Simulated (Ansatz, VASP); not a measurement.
SbS3: VASP beside Ansatz

File INCAR:

```
SYSTEM = SbS3
ALGO     = Normal         ! electronic algorithm
EDIFF    = 1E-6           ! SCF threshold, eV
ENCUT    = 520            ! plane-wave cutoff, eV
GGA      = PE             ! functional
ISIF     = 2              ! what is computed and relaxed
ISMEAR   = 0              ! smearing method
LASPH    = .True.         ! aspherical terms in the spheres
LCHARG   = .False.        ! write CHGCAR
LREAL    = .False.        ! projectors in reciprocal space
LWAVE    = .False.        ! write WAVECAR
NBANDS   = 20             ! bands
NELM     = 100            ! most SCF steps
PREC     = Accurate       ! precision mode
SIGMA    = 0.1            ! smearing width, eV
```

KPOINTS

```
k-points
0
Gamma
  4 4 4
  0 0 0
```

Contents of POSCAR:

```
SbS3
1.0
    0.0000000000      4.0671933700      4.0671933700
    4.0671933700      0.0000000000      4.0671933700
    4.0671933700      4.0671933700      0.0000000000
Sb S
1 3
Direct
    0.0000000000      0.0000000000      0.0000000000
    0.2500000000      0.2500000000      0.2500000000
    0.7500000000      0.7500000000      0.7500000000
    0.5000000000      0.5000000000      0.5000000000
```

Input for Ansatz:

```yaml
crystal:
  lattice:
    - [0.0, 4.06719337, 4.06719337]
    - [4.06719337, 0.0, 4.06719337]
    - [4.06719337, 4.06719337, 0.0]
  atoms:
    - { symbol: Sb, position: [0.0, 0.0, 0.0] }
    - { symbol: S, position: [0.25, 0.25, 0.25] }
    - { symbol: S, position: [0.75, 0.75, 0.75] }
    - { symbol: S, position: [0.5, 0.5, 0.5] }
basis:
  ecutwfc: 420
kpoints:
  mp_grid: { grid: [4, 4, 4] }
hamiltonian:
  xc: pbe
scf:
  occupations: { method: gaussian, width: 0.1 }
  lower_state_search: "off"
output:
  forces: true
  stress: true
  eigenvalues: true
```

Change from the starting cell: species swapped into the K3Na type (Fm-3m, No. 225).

Alike in both runs: task single point; functional PBE; k mesh 4 × 4 × 4; occupations gaussian, width 0.1 eV; no spin polarisation.

```csv
,VASP,Ansatz
version,VASP 6.6.1,Ansatz 0.2.0
potentials or method,"VASP PAW PBE potentials, release 64 (Sb, S), cutoff 520 eV","scalar-relativistic, plane waves, PAW"
valence electrons in the cell,23,33
```

```tsv
	VASP	Ansatz	Ansatz less VASP
gap on the k mesh at the Fermi level (eV)	none	none	-
pressure (GPa)	-11.7	-11.7	+0.04
```

A gap of «none» marks a metal or a gap that the smearing closes. With one functional, cell and mesh, what is left measures potentials, basis and numerics. VASP's potentials hold 23 valence electrons a cell and Ansatz's 33, so a difference there can come from the potentials and not from the codes.

Neither program's run includes spin-orbit coupling.
